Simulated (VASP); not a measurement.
BaMg2Sb2:

```
Ba Mg Sb
1.0
     4.77000    0.00000    0.00000
    -2.38500    4.13094    0.00000
     0.00000    0.00000    8.10000
Ba Mg Sb
1 2 2
Cartesian
  0.0000 0.0000 0.0000
  0.0000 2.7540 5.0601
  2.3850 1.3770 3.0399
  0.0000 2.7540 2.1708
  2.3850 1.3770 5.9292
```

```yaml
Program: VASP 6.6.1
Task: relaxation of cell and atoms
Functional: LDA
Potentials_or_basis: VASP PAW LDA potentials, release 64 (Ba_sv, Mg, Sb)
Cutoff: 600 eV
k_mesh: 6 × 6 × 2
Occupations: gaussian, width 0.01 eV
Spin: no spin polarisation
```

At the start: pressure -1.5 GPa; volume 31.92 Å³/atom.

**Question.** How do energy, volume and symmetry change on relaxing?

**Answer.** Over 5 steps the energy falls by 5.6 meV/atom and the volume is 30.76 Å³/atom (-3.6 %); space group P-3m1 (No. 164, to 0.05 Å).

The path:
```tsv
step	energy change (eV)	largest force (eV/Å)	pressure (GPa)	volume (Å³)
1	0.0000	0.0232	-1.46	159.61
2	-0.0258	0.1023	0.29	152.96
3	-0.0267	0.0891	0.01	153.95
4	-0.0274	0.0591	0.00	153.88
5	-0.0279	0.0136	0.00	153.79
```

Final structure:
```
Ba Mg Sb
1.0
     4.71192    0.00000    0.00000
    -2.35596    4.08064    0.00000
     0.00000    0.00000    7.99826
Ba Mg Sb
1 2 2
Direct
  0.00000 0.00000 0.00000
  0.33333 0.66667 0.62511
  0.66667 0.33333 0.37489
  0.33333 0.66667 0.26655
  0.66667 0.33333 0.73345
```

Caveat: the relaxation stopped at a loose force limit of 0.05 eV/Å, so its end isn't a converged minimum.
